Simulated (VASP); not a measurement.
Wanted: the native input for a VASP 6.6.1 run.

```
Task                   : relaxation of cell and atoms
Functional             : PBE
Potentials or basis    : VASP PAW PBE potentials, release 64 (P)
Cutoff                 : 600 eV
k mesh                 : 10 × 10 × 20
Occupations            : gaussian, width 0.1 eV
Spin                   : no spin polarisation
Dipole correction      : no
Further INCAR settings : ALGO = Normal; EDIFF = 1e-06; IBRION = 2; EDIFFG = -0.01; NSW = 100; ISIF = 3
```

The structure of P lies in POSCAR:

```
P
1.0
    4.8235051088      0.0000000000      0.0000000000
    0.0000000000      4.8235051088      0.0000000000
    0.0000000000      0.0000000000      2.2813453019
P
3
Direct
    0.5000000000      0.0000000000      0.5000000000
    0.0000000000      0.5000000000      0.5000000000
    0.5000000000      0.5000000000      0.5000000000
```

One way to write it, as run:

INCAR

```
SYSTEM = P
PREC     = Accurate       ! precision mode
ENCUT    = 600            ! plane-wave cutoff, eV
EDIFF    = 1E-6           ! SCF threshold, eV
ISMEAR   = 0              ! smearing method
SIGMA    = 0.1            ! smearing width, eV
LREAL    = .FALSE.        ! projectors in reciprocal space
LASPH    = .TRUE.         ! aspherical terms in the spheres
NELM     = 100            ! most SCF steps
ALGO     = Normal         ! electronic algorithm
ISIF     = 3              ! what is computed and relaxed
LWAVE    = .FALSE.        ! write WAVECAR
LCHARG   = .FALSE.        ! write CHGCAR
GGA      = PE             ! functional
IBRION   = 2              ! ionic algorithm
NSW      = 100            ! ionic steps
EDIFFG   = -0.01          ! ionic threshold
```

KPOINTS

```
Automatic mesh
0
G
  10 10 20
  0 0 0
```

Potentials or basis: VASP PAW PBE potentials, release 64 (P).

Launch:

```bash
$ cat potpaw_PBE.64/P/POTCAR > POTCAR
$ mpirun -np 1 vasp_std > vasp.out
```

Results of the run:

```json
{
 "Relaxed volume": "17.78 Å³/atom",
 "Relaxed cell": "a = 4.790 Å, b = 4.790 Å, c = 2.324 Å, α = 90.00°, β = 90.00°, γ = 90.00°",
 "Space group after relaxing (to 0.05 Å)": "P4/mmm (No. 123)",
 "Energy gained by relaxing": "5.9 meV/atom",
 "Ionic steps": "8",
 "Pressure after relaxing": "0.0 GPa"
}
```

Run time: 6.5 min on 1 thread of Oxide Virtual Turin-like Processor, with other jobs on the host, peak memory 0.23 GiB.
